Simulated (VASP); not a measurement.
Here is a VASP 6.6.1 calculation.

The input INCAR:

```
PREC = Accurate ; ENCUT = 520
EDIFF = 1E-6 ; ISMEAR = -1
SIGMA = 0.05 ; LREAL = F
LASPH = T ; NELM = 80
ALGO = Normal ; ISIF = 2
LWAVE = F ; LCHARG = F
GGA = PE ; NBANDS = 16
```

The input KPOINTS:

```
regular mesh
0
Gamma
  7 7 4
```

File POSCAR:

```
K
1.0
    4.7939359861      0.0000000000      0.0000000000
   -2.3969679930      4.1516703480      0.0000000000
    0.0000000000      0.0000000000      7.8818269459
K
2
Direct
    0.6666666667      0.3333333333      0.7500000000
    0.3333333333      0.6666666667      0.2500000000
```

Potentials or basis: VASP PAW PBE potentials, release 64 (K_sv).

Run with:

```bash
$ cat potpaw_PBE.64/K_sv/POTCAR > POTCAR
$ mpirun -np 1 vasp_std > vasp.out
```

Q: Predict the band gap on the k mesh.

A: Zero (bands 9 and 10 overlap by 2.16 eV).

Q: Predict the pressure.

A: -0.2 GPa.
